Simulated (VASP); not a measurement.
# Ta (Pm-3m) in VASP: further runs

Ta is run at these levels: r2SCAN; tasks: single point.

Program: VASP 6.6.1. These are calculated values, not measurements. Logs are shortened: lines on timing, memory, paths and dates and some standing lists are left out, and cuts for length are marked.

## 1. The cell of the first run

Symmetry: Pm-3m, No. 221, cubic system. The conventional cell has a = 2.611 Å, b = 2.611 Å, c = 2.611 Å, α = 90.00°, β = 90.00°, γ = 90.00°. Ta (site symmetry m-3m) has 6 Ta at 2.61 Å within 3.4 Å.

This isn't the form of Ta at room conditions, which is bcc.

## 2. Single point, r2SCAN (17.80 Å³/atom)

File POSCAR:

```
Ta
1.0
    2.6112025576      0.0000000000      0.0000000000
    0.0000000000      2.6112025576      0.0000000000
    0.0000000000      0.0000000000      2.6112025576
Ta
1
Direct
    0.0000000000      0.0000000000      0.0000000000
```

File INCAR.step1:

```
ALGO = Normal
EDIFF = 1E-4
ENCUT = 520
GGA = PE
ISMEAR = -1
LASPH = T
LCHARG = F
LREAL = F
LWAVE = T
NBANDS = 12
NELM = 60
PREC = Accurate
SIGMA = 0.1
```

File INCAR.step2:

```
ALGO = Normal
EDIFF = 1E-6
ENCUT = 520
ISIF = 2
ISMEAR = -1
ISTART = 1
LASPH = T
LCHARG = T
LELF = T
LMIXTAU = T
LREAL = F
LVHAR = T
LWAVE = F
METAGGA = R2SCAN
NBANDS = 12
NELM = 60
PREC = Accurate
SIGMA = 0.1
```

File KPOINTS:

```
k-points
0
Gamma
  13 13 13
```

Potentials or basis: VASP PAW PBE potentials, release 64 (Ta_pv).

Command:

```bash
$ cat potpaw_PBE.64/Ta_pv/POTCAR > POTCAR
$ cp INCAR.step1 INCAR
$ mpirun -np 1 vasp_std > vasp.out
$ cp INCAR.step2 INCAR
$ mpirun -np 1 vasp_std > vasp.out
```

OUTCAR:

```text
EDIFF = 1E-6
   ENCUT = 520
   ISIF = 2
   ISMEAR = -1
   ISTART = 1
   LASPH = T
   LREAL = F
   METAGGA = R2SCAN
   NELM = 60
   PREC = Accurate

 ion  position               nearest neighbor table
   1  0.000  0.000  0.000-

  LATTYP: Found a simple cubic cell.
 ALAT       =     2.6112025576

  Lattice vectors:

 A1 = (   2.6112025576,   0.0000000000,   0.0000000000)
 A2 = (   0.0000000000,   2.6112025576,   0.0000000000)
 A3 = (   0.0000000000,   0.0000000000,   2.6112025576)

Analysis of symmetry for initial positions (statically):
=====================================================================
 Subroutine PRICEL returns:
 Original cell was already a primitive cell.

 Routine SETGRP: Setting up the symmetry group for a
 simple cubic supercell.

 Subroutine GETGRP returns: Found 48 space group operations
 (whereof 48 operations were pure point group operations)
 out of a pool of 48 trial point group operations.

The static configuration has the point symmetry O_h .

Analysis of symmetry for dynamics (positions and initial velocities):
=====================================================================
 Subroutine PRICEL returns:
 Original cell was already a primitive cell.

 Routine SETGRP: Setting up the symmetry group for a
 simple cubic supercell.

 Subroutine GETGRP returns: Found 48 space group operations
 (whereof 48 operations were pure point group operations)
 out of a pool of 48 trial point group operations.

The dynamic configuration has the point symmetry O_h .

 Subroutine INISYM returns: Found 48 space group operations
 (whereof 48 operations are pure point group operations),
 and found     1 'primitive' translations

----------------------------------------------------------------------------------------

                                     Primitive cell

  volume of cell :      17.8042

  direct lattice vectors                    reciprocal lattice vectors
     2.611202558  0.000000000  0.000000000     0.382965311  0.000000000  0.000000000
     0.000000000  2.611202558  0.000000000     0.000000000  0.382965311  0.000000000
     0.000000000  0.000000000  2.611202558     0.000000000  0.000000000  0.382965311

  length of vectors
     2.611202558  2.611202558  2.611202558     0.382965311  0.382965311  0.382965311

  position of ions in fractional coordinates (direct lattice)
     0.000000000  0.000000000  0.000000000

  ion indices of the primitive-cell ions
   primitive index   ion index
                 1           1

----------------------------------------------------------------------------------------

 KPOINTS: k-points

Automatic generation of k-mesh.
 Grid dimensions read from file:
 generate k-points for:   13   13   13

 Generating k-lattice:

  Cartesian coordinates                     Fractional coordinates (reciprocal lattice)
     0.029458870  0.000000000  0.000000000     0.076923077  0.000000000  0.000000000
     0.000000000  0.029458870  0.000000000     0.000000000  0.076923077  0.000000000
     0.000000000  0.000000000  0.029458870     0.000000000  0.000000000  0.076923077

  Length of vectors
     0.029458870  0.029458870  0.029458870

  Shift w.r.t. Gamma in fractional coordinates (k-lattice)
     0.000000000  0.000000000  0.000000000

 Subroutine IBZKPT returns following result:
 ===========================================

 Found     84 irreducible k-points:

 Following reciprocal coordinates:
            Coordinates               Weight
  0.000000  0.000000  0.000000      1.000000
  0.076923  0.000000  0.000000      6.000000
  0.153846  0.000000  0.000000      6.000000
  0.230769  0.000000  0.000000      6.000000
  0.307692  0.000000  0.000000      6.000000
  0.384615  0.000000  0.000000      6.000000
[... 16 lines left out ...]
  0.307692  0.307692  0.000000     12.000000
  0.384615  0.307692  0.000000     24.000000
 [... further k-points ...]
   k-points           NKPTS =     84   k-points in BZ     NKDIM =     84   number of bands    NBANDS=     12
   number of dos      NEDOS =    301   number of ions     NIONS =      1
   total plane-waves  NPLWV =   8000
   dimension x,y,z NGX =    20 NGY =   20 NGZ =   20
   dimension x,y,z NGXF=    40 NGYF=   40 NGZF=   40
   ions per type =               1
   NGX,Y,Z   is equivalent  to a cutoff of  12.73, 12.73, 12.73 a.u.
   NGXF,Y,Z  is equivalent  to a cutoff of  25.47, 25.47, 25.47 a.u.
 SYSTEM =  unknown system
   PREC   = accura    normal or accurate (medium, high low for compatibility)
   ISTART =      1    job   : 0-new  1-cont  2-samecut
   ICHARG =      0    charge: 1-file 2-atom 10-const
   ISPIN  =      1    spin polarized calculation?
   LNONCOLLINEAR =      F non collinear calculations
   LSORBIT =      F    spin-orbit coupling
   LASPH  =      T    aspherical Exc in radial PAW
   ENCUT  =  520.0 eV  38.22 Ry    6.18 a.u.   4.86  4.86  4.86*2*pi/ulx,y,z
   NELM   =     60;   NELMIN=  2; NELMDL=  0     # of ELM steps
   EDIFF  = 0.1E-05   stopping-criterion for ELM
   LREAL  =      F    real-space projection
   EDIFFG = 0.1E-04   stopping-criterion for IOM
   NSW    =      0    number of steps for IOM
   IBRION =     -1    ionic relax: 0-MD 1-quasi-New 2-CG
   NFREE  =      0    steps in history (QN), initial steepest desc. (CG)
   ISIF   =      2    stress and relaxation
   ISYM   =      2    0-nonsym 1-usesym 2-fastsym
   POTIM  = 0.5000    time-step for ionic-motion
   TEBEG  =    0.0;   TEEND  =   0.0 temperature during run
   PSTRESS=    0.0 pullay stress
   NELECT =      11.0000    total number of electrons
   NUPDOWN=      -1.0000    fix difference up-down
   EMIN   =  10.00;   EMAX   =-10.00  energy-range for DOS
   EFERMI =   0.00;   METHOD = LEGACY
   ISMEAR =    -1;   SIGMA  =   0.10  broadening in eV -4-tet -1-fermi 0-gaus
   EFERMI_NEDOS =   21; number of points for ismear=-14 and -15
   IALGO  =     38    algorithm
   IMIX   =      4    mixing-type and parameters
     AMIX     =   0.40;   BMIX     =  1.00
     AMIX_MAG =   1.60;   BMIX_MAG =  1.00
  volume/ion in A,a.u.               =      17.80       120.15
  Fermi-wavevector in a.u.,A,eV,Ry     =   1.394329  2.634899 26.451801  1.944152
  Thomas-Fermi vector in A             =   2.517888
   LORBIT       =      0    0 simple, 1 ext, 2 COOP (PROOUT), +10 PAW based schemes
   METAGGA = R2SCAN    functional components
   LHFCALC =     F    Hartree Fock is set to
   AEXX    =    0.0000 exact exchange contribution
   IVDW    =     0    specifies the selected vdW correction
   LEPSILON=     F    determine dielectric tensor
   LRPA    =     F    only Hartree local field effects (RPA)
 non-spin polarized calculation
  energy-cutoff  :      520.00
  volume of cell :       17.80
 maximum number of plane-waves:       492
 NGX is ok and might be reduce to    20
   NGX =  9   NGY =  9   NGZ =  9

 number of electron      11.0000002 magnetization

 Free energy of the ion-electron system (eV)
  ---------------------------------------------------
  ext. energy  EPLUGINS =         0.00000000
  ---------------------------------------------------
  free energy    TOTEN  =       -47.22965078 eV

  energy without entropy =      -47.20489685  energy(sigma->0) =      -47.21727381

 E-fermi :   5.5182     XC(G=0): -13.6977

 val. band max:        5.5169026529   @ k =   0.4615   0.4615   0.1538
 cond. band min:       5.5429983998   @ k =   0.3077   0.2308   0.2308
 fundamental gap:      0.0260957470
 Fermi energy:         5.5181648966

 k-point     1 :       0.0000    0.0000    0.0000
  band No.  band energies     occupation
      1     -28.6010      2.00000
      2     -28.6010      2.00000
      3     -28.6010      2.00000
      4      -2.6894      2.00000
      5       2.0793      2.00000
      6       2.0793      2.00000
      7      13.1536      0.00000
      8      13.1536      0.00000
      9      13.1536      0.00000
     10      18.0731      0.00000
     11      22.5123      0.00000
     12      22.5123      0.00000

 k-point     2 :       0.0769    0.0000    0.0000
  band No.  band energies     occupation
      1     -28.7240      2.00000
      2     -28.5910      2.00000
      3     -28.5910      2.00000
      4      -2.4684      2.00000
      5       2.1402      2.00000
      6       2.3258      2.00000
      7      12.7272      0.00000
      8      12.7272      0.00000
      9      13.1815      0.00000
     10      18.0730      0.00000
     11      21.3693      0.00000
     12      23.0276      0.00000

 k-point     3 :       0.1538    0.0000    0.0000
  band No.  band energies     occupation
      1     -29.0550      2.00000
      2     -28.5631      2.00000
      3     -28.5631      2.00000
      4      -1.8723      2.00000
      5       2.3135      2.00000
      6       3.0398      2.00000
      7      11.7257      0.00000
      8      11.7257      0.00000
      9      13.2595      0.00000
     10      18.0729      0.00000
     11      19.3463      0.00000
     12      24.2773      0.00000
[... 286 lines left out ...]
 k-point    23 :       0.3077    0.3077    0.0000
  band No.  band energies     occupation
      1     -29.8035      2.00000
      2     -29.7454      2.00000
      3     -28.3660      2.00000
      4       1.5919      2.00000
      5       3.3281      2.00000
      6       7.5529      0.00000
      7       8.2701      0.00000
      8       9.9733      0.00000
      9      10.4350      0.00000
     10      18.0731      0.00000
     11      18.2918      0.00000
     12      20.7870      0.00000

 k-point    24 :       0.3846    0.3077    0.0000
  band No.  band energies     occupation
      1     -30.1171      2.00000
      2     -29.7223      2.00000
      3     -28.3320      2.00000
      4       1.6877      2.00000
      5       3.2102      2.00000
      6       7.9176      0.00000
      7       9.4709      0.00000
      8       9.6902      0.00000
      9      10.4217      0.00000
     10      17.6050      0.00000
     11      18.0731      0.00000
     12      21.5409      0.00000

 [... further k-points ...]

------------------------ aborting loop because EDIFF is reached ----------------------------------------

  FORCE on cell =-STRESS in cart. coord.  units (eV):
  Direction    XX          YY          ZZ          XY          YZ          ZX
  --------------------------------------------------------------------------------------
  -------------------------------------------------------------------------------------
  Total        2.8075371      2.8075371      2.8075371      0.0000000      0.0000000      0.0000000
  in kB      252.6471449    252.6471449    252.6471449      0.0000000      0.0000000      0.0000000
  external PRESSURE =     252.6471449 kB  Pullay stress =       0.0000000 kB

 VOLUME and BASIS-vectors are now :
 -----------------------------------------------------------------------------
  energy-cutoff  :      520.00
  volume of cell :       17.80
      direct lattice vectors                 reciprocal lattice vectors
     2.611202558  0.000000000  0.000000000     0.382965311  0.000000000  0.000000000
     0.000000000  2.611202558  0.000000000     0.000000000  0.382965311  0.000000000
     0.000000000  0.000000000  2.611202558     0.000000000  0.000000000  0.382965311

 POSITION                                       TOTAL-FORCE (eV/Angst)
 -----------------------------------------------------------------------------------
      0.00000      0.00000      0.00000         0.000000      0.000000      0.000000
 -----------------------------------------------------------------------------------
    total drift:                                0.000000      0.000000      0.000000

  FREE ENERGIE OF THE ION-ELECTRON SYSTEM (eV)
  ---------------------------------------------------
  free  energy   TOTEN  =       -47.2296507800 eV

  energy  without entropy=      -47.2048968485  energy(sigma->0) =      -47.21727381
```

Wall time 44 s (1 thread of Intel Xeon 8259CL, shared host); peak memory 0.14 GiB.

What came out:

- Free energy: -47.2297 eV
- Pressure: 25.3 GPa
- Band gap on the k mesh: zero (an odd number of electrons rules out a gap without spin polarisation)

Caveat: the cell stands under pressure; the PAW data sets were made with another functional, which shifts forces and pressure a little; spin-orbit coupling is left out, which moves the levels of the heavy elements.

(Part 1 of 2 ends here.)
